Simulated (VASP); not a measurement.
Runs of VASP 6.6.1 on TiC (WC type). The structure is that of space group P-6m2 (No. 187), or close to it. The cells are those of the table. 

```csv
task,cell,k mesh,smearing,gap on the mesh (eV),pressure (GPa)
single point,"a = 3.045, b = 3.045, c = 2.694 Å, angles 90.0, 90.0, 120.0°, 2 atoms",16 × 16 × 14,gaussian 0.2 eV,none,0.2
single point,"a = 3.045, b = 3.045, c = 2.694 Å, angles 90.0, 90.0, 120.0°, 2 atoms",16 × 16 × 14,methfessel-paxton 0.2 eV,none,0.1
single point,"a = 3.045, b = 3.045, c = 2.694 Å, angles 90.0, 90.0, 120.0°, 2 atoms",16 × 16 × 14,fermi-dirac 0.08 eV,none,0.2
single point,"a = 3.045, b = 3.045, c = 2.694 Å, angles 90.0, 90.0, 120.0°, 2 atoms",16 × 16 × 14,fermi-dirac 0.15 eV,none,0.2
single point,"a = 3.045, b = 3.045, c = 2.694 Å, angles 90.0, 90.0, 120.0°, 2 atoms",20 × 20 × 18,tetrahedron,none,(a)
single point,"a = 3.045, b = 3.045, c = 2.694 Å, angles 90.0, 90.0, 120.0°, 2 atoms",16 × 16 × 14,gaussian 0.05 eV,none,0.1
single point,"a = 3.045, b = 3.045, c = 2.694 Å, angles 90.0, 90.0, 120.0°, 2 atoms",16 × 16 × 14,tetrahedron,none,0.1
electric field gradients,"a = 3.001, b = 3.001, c = 2.775 Å, angles 90.0, 90.0, 120.0°, 2 atoms",16 × 16 × 14,fermi-dirac 0.08 eV,none,-1.2
```

Alike in all rows: level PBE; potentials or basis VASP PAW PBE potentials, release 64 (Ti_sv, C); no spin polarisation; cutoff (eV) 520.

Question: Fill in the values left out.

Answer: (a) 0.0.

Caveats: tetrahedron occupations give inexact forces and stress in metals (at least some runs).

A gap of «none» marks levels without a gap at the run's occupations.
